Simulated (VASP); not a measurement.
# In (Pm-3m) in VASP: notebook, part 2 of 2

VASP 6.6.1.

### 3 Single point, LDA (volume scaled by 0.96)

Contents of INCAR:

```
PREC = Accurate ; ENCUT = 520
EDIFF = 1E-6 ; ISMEAR = -1
SIGMA = 0.1 ; LREAL = False
LASPH = True ; NELM = 100
ALGO = Normal ; ISIF = 2
LWAVE = False ; LCHARG = False
NBANDS = 12
```

Contents of KPOINTS:

```
Automatic mesh
0
Gamma
  12 12 12
```

Contents of POSCAR:

```
In
1.0
    2.9313343470      0.0000000000      0.0000000000
    0.0000000000      2.9313343470      0.0000000000
    0.0000000000      0.0000000000      2.9313343470
In
1
Direct
    0.0000000000      0.0000000000      0.0000000000
```

Potentials or basis: VASP PAW LDA potentials, release 64 (In_d).

Launch:

```bash
cat potpaw_LDA.64/In_d/POTCAR > POTCAR
mpirun -np 1 vasp_std > vasp.out
```

OUTCAR:

```text
PREC = Accurate
   ENCUT = 520
   EDIFF = 1E-6
   ISMEAR = -1
   LREAL = False
   LASPH = True
   NELM = 100
   ISIF = 2

 ion  position               nearest neighbor table
   1  0.000  0.000  0.000-

  LATTYP: Found a simple cubic cell.
 ALAT       =     2.9313343470

  Lattice vectors:

 A1 = (   2.9313343470,   0.0000000000,   0.0000000000)
 A2 = (   0.0000000000,   2.9313343470,   0.0000000000)
 A3 = (   0.0000000000,   0.0000000000,   2.9313343470)

Analysis of symmetry for initial positions (statically):
=====================================================================
 Subroutine PRICEL returns:
 Original cell was already a primitive cell.

 Routine SETGRP: Setting up the symmetry group for a
 simple cubic supercell.

 Subroutine GETGRP returns: Found 48 space group operations
 (whereof 48 operations were pure point group operations)
 out of a pool of 48 trial point group operations.

The static configuration has the point symmetry O_h .

Analysis of symmetry for dynamics (positions and initial velocities):
=====================================================================
 Subroutine PRICEL returns:
 Original cell was already a primitive cell.

 Routine SETGRP: Setting up the symmetry group for a
 simple cubic supercell.

 Subroutine GETGRP returns: Found 48 space group operations
 (whereof 48 operations were pure point group operations)
 out of a pool of 48 trial point group operations.

The dynamic configuration has the point symmetry O_h .

 Subroutine INISYM returns: Found 48 space group operations
 (whereof 48 operations are pure point group operations),
 and found     1 'primitive' translations

----------------------------------------------------------------------------------------

                                     Primitive cell

[... 112 lines left out ...]
   LORBIT       =      0    0 simple, 1 ext, 2 COOP (PROOUT), +10 PAW based schemes
   GGA     = CA    functional components
   LHFCALC =     F    Hartree Fock is set to
   AEXX    =    0.0000 exact exchange contribution
   IVDW    =     0    specifies the selected vdW correction
   LEPSILON=     F    determine dielectric tensor
   LRPA    =     F    only Hartree local field effects (RPA)
 non-spin polarized calculation
  energy-cutoff  :      520.00
  volume of cell :       25.19
 maximum number of plane-waves:       703
 NGX is ok and might be reduce to    24
   NGX = 11   NGY = 11   NGZ = 11

 number of electron      12.9999992 magnetization

 Free energy of the ion-electron system (eV)
  ---------------------------------------------------
  ext. energy  EPLUGINS =         0.00000000
  ---------------------------------------------------
  free energy    TOTEN  =        -3.14196112 eV

  energy without entropy =       -3.12783021  energy(sigma->0) =       -3.13489567

 E-fermi :   7.4239     XC(G=0): -10.6256

 val. band max:        7.3594444400   @ k =   0.3333   0.1667   0.0833
 cond. band min:       7.4962973687   @ k =   0.5000   0.4167   0.2500
 fundamental gap:      0.1368529287
 Fermi energy:         7.4238506061

 k-point     1 :       0.0000    0.0000    0.0000
  band No.  band energies     occupation
      1      -7.6915      2.00000
      2      -7.6915      2.00000
      3      -6.7097      2.00000
      4      -6.7097      2.00000
      5      -6.7097      2.00000
      6      -2.3690      2.00000
      7      15.3072      0.00000
      8      15.3072      0.00000
      9      15.3072      0.00000
     10      18.8642      0.00000
     11      18.8642      0.00000
     12      20.2869      0.00000
[... 331 lines left out ...]
 k-point    24 :       0.4167    0.3333    0.0000
  band No.  band energies     occupation
      1      -7.3825      2.00000
      2      -7.2957      2.00000
      3      -6.9377      2.00000
      4      -6.8839      2.00000
      5      -6.6730      2.00000
      6       2.9322      2.00000
      7       6.6196      1.99936
      8       9.8563      0.00000
      9      14.1505      0.00000
     10      20.8692      0.00000
     11      22.0966      0.00000
     12      24.0024      0.00000

 [... further k-points ...]

------------------------ aborting loop because EDIFF is reached ----------------------------------------

  FORCE on cell =-STRESS in cart. coord.  units (eV):
  Direction    XX          YY          ZZ          XY          YZ          ZX
  --------------------------------------------------------------------------------------
  -------------------------------------------------------------------------------------
  Total        0.3389172      0.3389172      0.3389172      0.0000000     -0.0000000     -0.0000000
  in kB       21.5579801     21.5579801     21.5579801      0.0000000     -0.0000000     -0.0000000
  external PRESSURE =      21.5579801 kB  Pullay stress =       0.0000000 kB

 VOLUME and BASIS-vectors are now :
 -----------------------------------------------------------------------------
  energy-cutoff  :      520.00
  volume of cell :       25.19
      direct lattice vectors                 reciprocal lattice vectors
     2.931334347  0.000000000  0.000000000     0.341141570  0.000000000  0.000000000
     0.000000000  2.931334347  0.000000000     0.000000000  0.341141570  0.000000000
     0.000000000  0.000000000  2.931334347     0.000000000  0.000000000  0.341141570

 POSITION                                       TOTAL-FORCE (eV/Angst)
 -----------------------------------------------------------------------------------
      0.00000      0.00000      0.00000         0.000000      0.000000      0.000000
 -----------------------------------------------------------------------------------
    total drift:                                0.000000     -0.000000      0.000000

  FREE ENERGIE OF THE ION-ELECTRON SYSTEM (eV)
  ---------------------------------------------------
  free  energy   TOTEN  =        -3.1419611232 eV

  energy  without entropy=       -3.1278302101  energy(sigma->0) =       -3.13489567
```

Run time: 8.4 s. Hardware: 1 thread of Intel Xeon Platinum 8488C (Sapphire Rapids), shared host; peak memory 0.14 GiB.

What came out:

```yaml
Free_energy: -3.1420 eV
Pressure: 2.2 GPa
```

Caveat: the cell differs from its parent crystal (volume scaled by 0.96); spin-orbit coupling is left out, which moves the levels of the heavy elements.

### 4 Single point, LDA

This run uses another cell than the first one, of 26.24 Å³/atom, 1.087 times its volume.

Contents of INCAR:

```
SYSTEM = In
ALGO = Normal
EDIFF = 1E-6
ENCUT = 520
ISIF = 2
ISMEAR = -1
LASPH = .TRUE.
LCHARG = .TRUE.
LELF = .TRUE.
LREAL = .FALSE.
LVHAR = .TRUE.
LWAVE = .FALSE.
NBANDS = 12
NELM = 100
PREC = Accurate
SIGMA = 0.1
```

Contents of KPOINTS:

```
k-points
0
G
  12 12 12
  0 0 0
```

Contents of POSCAR:

```
In
1.0
    2.9714946025      0.0000000000      0.0000000000
    0.0000000000      2.9714946025      0.0000000000
    0.0000000000      0.0000000000      2.9714946025
In
1
Direct
    0.0000000000      0.0000000000      0.0000000000
```

Launch:

```bash
cat potpaw_LDA.64/In_d/POTCAR > POTCAR
mpirun -np 1 vasp_std > vasp.out
```

It took 9.6 s on 1 thread of Intel Xeon Platinum 8488C (Sapphire Rapids), shared host; peak memory 0.14 GiB.

Results (log left out):

* Free energy: -3.1492 eV
* Pressure: 0.0 GPa

Levels at points of the mesh, in eV from the Fermi level:
```csv
k point,band 4,band 5,band 6,band 7,band 8,band 9
"(0.00, 0.00, 0.00)",-14.14,-14.14,-9.53,7.66,7.66,7.66
"(0.50, 0.00, 0.00)",-14.38,-14.12,-5.52,-3.67,10.99,10.99
"(0.50, 0.50, 0.00)",-14.35,-13.89,-1.38,-0.71,-0.71,4.08
"(0.50, 0.50, 0.50)",-13.87,-13.87,2.21,2.21,2.21,3.57
```

Caveat: spin-orbit coupling is left out, which moves the levels of the heavy elements.

### 5 Single point, LDA (volume scaled by 1.04)

Contents of INCAR:

```
  PREC = Accurate
  ENCUT = 520
  EDIFF = 1E-7
  ISMEAR = -1
  SIGMA = 0.1
  LREAL = False
  LASPH = True
  NELM = 80
  ALGO = Normal
  ISIF = 2
  LWAVE = False
  LCHARG = False
  GGA = CA
  NBANDS = 12
```

Contents of KPOINTS:

```
Automatic mesh
0
Gamma
  12 12 12
```

Contents of POSCAR:

```
In
1.0
    3.0105976999      0.0000000000      0.0000000000
    0.0000000000      3.0105976999      0.0000000000
    0.0000000000      0.0000000000      3.0105976999
In
1
Direct
    0.0000000000      0.0000000000      0.0000000000
```

Potentials or basis: VASP PAW LDA potentials, release 64 (In_d).

Launch:

```bash
cat potpaw_LDA.64/In_d/POTCAR > POTCAR
mpirun -np 1 vasp_std > vasp.out
```

OUTCAR:

```text
PREC = Accurate
   ENCUT = 520
   EDIFF = 1E-7
   ISMEAR = -1
   LREAL = False
   LASPH = True
   NELM = 80
   ISIF = 2
   GGA = CA

 ion  position               nearest neighbor table
   1  0.000  0.000  0.000-

  LATTYP: Found a simple cubic cell.
 ALAT       =     3.0105976999

  Lattice vectors:

 A1 = (   3.0105976999,   0.0000000000,   0.0000000000)
 A2 = (   0.0000000000,   3.0105976999,   0.0000000000)
[... 537 lines left out ...]
     10      19.0361      0.00000
     11      20.7201      0.00000
     12      22.5544      0.00000

 [... further k-points ...]

------------------------ aborting loop because EDIFF is reached ----------------------------------------

  FORCE on cell =-STRESS in cart. coord.  units (eV):
  Direction    XX          YY          ZZ          XY          YZ          ZX
  --------------------------------------------------------------------------------------
  -------------------------------------------------------------------------------------
  Total       -0.2861402     -0.2861402     -0.2861402      0.0000000     -0.0000000      0.0000000
  in kB      -16.8008511    -16.8008511    -16.8008511      0.0000000     -0.0000000      0.0000000
  external PRESSURE =     -16.8008511 kB  Pullay stress =       0.0000000 kB

 VOLUME and BASIS-vectors are now :
 -----------------------------------------------------------------------------
  energy-cutoff  :      520.00
  volume of cell :       27.29
      direct lattice vectors                 reciprocal lattice vectors
     3.010597700  0.000000000  0.000000000     0.332159956  0.000000000  0.000000000
     0.000000000  3.010597700  0.000000000     0.000000000  0.332159956  0.000000000
     0.000000000  0.000000000  3.010597700     0.000000000  0.000000000  0.332159956

 POSITION                                       TOTAL-FORCE (eV/Angst)
 -----------------------------------------------------------------------------------
      0.00000      0.00000      0.00000         0.000000      0.000000      0.000000
 -----------------------------------------------------------------------------------
    total drift:                                0.000000     -0.000000      0.000000

  FREE ENERGIE OF THE ION-ELECTRON SYSTEM (eV)
  ---------------------------------------------------
  free  energy   TOTEN  =        -3.1439625764 eV

  energy  without entropy=       -3.1285232868  energy(sigma->0) =       -3.13624293
```

It took 11 s on 1 thread of Intel Xeon Platinum 8488C (Sapphire Rapids), shared host; peak memory 0.14 GiB.

Results:

- Free energy: -3.1440 eV
- Pressure: -1.7 GPa

Caveat: the cell differs from its parent crystal (volume scaled by 1.04); spin-orbit coupling is left out, which moves the levels of the heavy elements.

### 6 Single point, LDA (volume scaled by 1.08)

Contents of INCAR:

```
PREC = Accurate
ENCUT = 520
EDIFF = 1E-7
ISMEAR = -1
SIGMA = 0.1
LREAL = False
LASPH = True
NELM = 100
ALGO = Normal
ISIF = 2
LWAVE = False
LCHARG = True
LELF = True
LVHAR = True
NBANDS = 12
```

Contents of KPOINTS:

```
regular mesh
0
Gamma
  12 12 12
```

Contents of POSCAR:

```
In
1.0
    3.0487105776      0.0000000000      0.0000000000
    0.0000000000      3.0487105776      0.0000000000
    0.0000000000      0.0000000000      3.0487105776
In
1
Direct
    0.0000000000      0.0000000000      0.0000000000
```

Potentials or basis: VASP PAW LDA potentials, release 64 (In_d).

Launch:

```bash
cat potpaw_LDA.64/In_d/POTCAR > POTCAR
mpirun -np 1 vasp_std > vasp.out
```

Wall time 10 s (1 thread of Intel Xeon Platinum 8488C (Sapphire Rapids), shared host); peak memory 0.14 GiB.

Results (log left out):

* Free energy: -3.1292 eV
* Pressure: -2.9 GPa

Levels at points of the mesh, in eV from the Fermi level:
```tsv
k point	band 3	band 4	band 5	band 6	band 7	band 8	band 9	band 10
(0.00, 0.00, 0.00)	-14.15	-14.15	-14.15	-9.06	7.25	7.25	7.25	10.62
(0.50, 0.00, 0.00)	-14.35	-14.35	-14.13	-5.44	-3.35	10.28	10.28	12.80
(0.50, 0.50, 0.00)	-14.32	-14.32	-13.94	-1.69	-0.61	-0.61	4.02	13.78
(0.50, 0.50, 0.50)	-14.61	-13.93	-13.93	2.07	2.07	2.07	2.72	7.32
```

Caveat: the cell differs from its parent crystal (volume scaled by 1.08); spin-orbit coupling is left out, which moves the levels of the heavy elements.

### 7 The runs side by side

```tsv
cell	gap on the mesh (eV)	pressure (GPa)
a = 2.890 Å, 1 atom	none	4.9
a = 2.931 Å, 1 atom	none	2.2
a = 2.971 Å, 1 atom	none	0.0
a = 3.011 Å, 1 atom	none	-1.7
a = 3.049 Å, 1 atom	none	-2.9
```

Alike in all rows: task single point; level LDA; potentials or basis VASP PAW LDA potentials, release 64 (In_d); no spin polarisation; k mesh 12 × 12 × 12; cutoff (eV) 520; smearing fermi-dirac 0.1 eV.

Caveats: spin-orbit coupling is left out, which moves the levels of the heavy elements.

Absolute energies hang on the potentials; compare differences alone.
